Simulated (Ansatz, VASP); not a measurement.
Two plane-wave programs on CsSb2

```
CELL_PARAMETERS angstrom
4.96916 0.00000 0.00000
0.00000 4.96916 0.00000
0.00000 0.00000 7.58195
ATOMIC_POSITIONS crystal
Cs 0.00000 0.50000 0.70000
Cs 0.50000 0.00000 0.30000
Sb 0.00000 0.00000 0.00000
Sb 0.50000 0.50000 0.00000
Sb 0.00000 0.50000 0.27000
Sb 0.50000 0.00000 0.73000
```

Alike in both runs: task single point; functional PBE; k mesh 4 × 4 × 4; occupations gaussian, width 0.1 eV; no spin polarisation.

```csv
,VASP,Ansatz
version,VASP 6.6.1,Ansatz 0.2.0
potentials or method,"VASP PAW PBE potentials, release 64 (Cs_sv, Sb), cutoff 520 eV","scalar-relativistic, plane waves, PAW"
valence electrons in the cell,38,78
```

```tsv
	VASP	Ansatz	Ansatz less VASP
gap on the k mesh at the Fermi level (eV)	none	none	-
pressure (GPa)	9.2	9.1	-0.10
traceless stress, the component that is largest in VASP (GPa)	-0.64	-0.67	-0.025
rms of the force components (eV/Å)	0.391	0.389	-0.0024
```

Atom by atom the forces differ by 0.008 eV/Å (rms over components). A gap of «none» marks a metal or a gap that the smearing closes. VASP's potentials hold 38 valence electrons a cell and Ansatz's 78, so a difference there can come from the potentials and not from the codes.

Spin-orbit coupling is off throughout.
